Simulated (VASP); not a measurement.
A run of VASP 6.6.1 is set up as follows.

File INCAR:

```
PREC = Accurate
ENCUT = 600
EDIFF = 1E-6
ISMEAR = 0
SIGMA = 0.1
LREAL = F
LASPH = T
NELM = 150
ALGO = Normal
ISIF = 3
LWAVE = F
LCHARG = F
ISPIN = 2
MAGMOM = 0 1.2 0 0 0
LORBIT = 11
LMAXMIX = 4
GGA = PE
IBRION = 2
NSW = 90
EDIFFG = -0.04
```

File KPOINTS:

```
regular mesh
0
Gamma
  4 4 4
```

Contents of POSCAR:

```
NaTiBr3
1.0
    4.9011461337      0.0000000000      0.0000000000
    0.0000000000      4.9011461337      0.0000000000
    0.0000000000      0.0000000000      4.9011461337
Na Ti Br
1 1 3
Direct
    0.0000000000      0.0000000000      0.0000000000
    0.5000000000      0.5000000000      0.5000000000
    0.0000000000      0.5000000000      0.5000000000
    0.5000000000      0.0000000000      0.5000000000
    0.5000000000      0.5000000000      0.0000000000
```

Potentials or basis: VASP PAW PBE potentials, release 64 (Na_pv, Ti_sv, Br).

Launch:

```console
$ cat potpaw_PBE.64/Na_pv/POTCAR potpaw_PBE.64/Ti_sv/POTCAR potpaw_PBE.64/Br/POTCAR > POTCAR
$ mpirun -np 1 vasp_std > vasp.out
```

(1) Predict the net moment.

(2) Predict the space group after relaxing (to 0.1 Å).

Results:

(1) 2.00 μB per cell.

(2) Pm-3m (No. 221).
